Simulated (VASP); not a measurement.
**GaN: single point with r2SCAN**

The system is GaN.

```xyz
2
Lattice="0.0000 2.1294 2.1294 2.1294 0.0000 2.1294 2.1294 2.1294 0.0000" Properties=species:S:1:pos:R:3 pbc="T T T"
Ga    0.0000    0.0000    0.0000
N     2.1294    2.1294    2.1294
```

This cell differs from its parent crystal: volume changed by +3%.

```json
{
  "Program": "VASP 6.6.1",
  "Task": "single point",
  "Functional": "r2SCAN",
  "Potentials or basis": "VASP PAW PBE potentials, release 64 (Ga_d, N_h)",
  "Cutoff": "910 eV",
  "k mesh": "8 × 8 × 8",
  "Occupations": "gaussian, width 0.01 eV",
  "Spin": "no spin polarisation",
  "Dipole correction": "no",
  "Second run": "hard_potentials",
  "Further INCAR settings": "ALGO = Normal; EDIFF = 1e-06; NBANDS = 16"
}
```

The pressure is -6.0 GPa and the band gap on the k mesh is 0.97 eV, indirect (least direct gap 3.02 eV).

Levels at points of the mesh, in eV from the valence-band top:
| k point | band 7 | band 8 | band 9 | band 10 | band 11 | band 12 |
| --- | --- | --- | --- | --- | --- | --- |
| (0.00, 0.00, 0.00) | -0.48 | -0.48 | -0.48 | 2.54 | 15.33 | 15.33 |
| (0.50, 0.00, 0.00) | -8.21 | -0.16 | -0.16 | 5.28 | 9.69 | 9.69 |
| (0.50, 0.50, 0.00) | -7.03 | -3.01 | -3.01 | 0.97 | 8.49 | 12.82 |

It took 58 s on 1 thread of AMD EPYC 9R45 96-Core Processor (Zen 5), with other jobs on the host, peak memory 0.15 GiB.

Caveat: the cutoff is under 1.25 times the usual one of these potentials, so pressure, stress and relaxed cells hold a basis-set (Pulay) error; the PAW data sets were made with another functional, which shifts forces and pressure a little. A k mesh can miss the band edges.
